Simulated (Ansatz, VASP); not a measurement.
## Si6Ru: VASP beside Ansatz

```xyz
7
Lattice="3.8200 0.0000 0.0000 -1.9100 3.3082 0.0000 0.0000 0.0000 10.1500" Properties=species:S:1:pos:R:3 pbc="T T T"
Si    0.0000    2.2055    0.7785
Si    1.9100    1.1027    9.3715
Si    0.0000    2.2055    3.1262
Si    0.0000    0.0000    3.9027
Si    1.9100    1.1027    7.0238
Si    0.0000    0.0000    6.2473
Ru    0.0000    0.0000    0.0000
```

Alike in both runs: task relaxation of cell and atoms; functional PBE; k mesh 5 × 5 × 2; occupations gaussian, width 0.2 eV; no spin polarisation.

```csv
,VASP,Ansatz
version,VASP 6.6.1,Ansatz 0.2.0
potentials or method,"VASP PAW PBE potentials, release 64 (Si, Ru_pv), cutoff 600 eV","scalar-relativistic, plane waves, PAW"
valence electrons in the cell,38,40
```

```tsv
	VASP	Ansatz	Ansatz less VASP
gap on the k mesh at the Fermi level, each at its own relaxed structure (eV)	none	none	-
relaxed volume (Å³/atom)	19.40	19.46	+0.060
relaxed cell length with the largest relative difference (Å)	10.071	10.096	+0.0251
```

A gap of «none» marks a metal or a gap that the smearing closes. VASP's potentials hold 38 valence electrons a cell and Ansatz's 40, so a difference there can come from the potentials and not from the codes.

The k mesh is coarse, so the values compare programs but aren't converged.
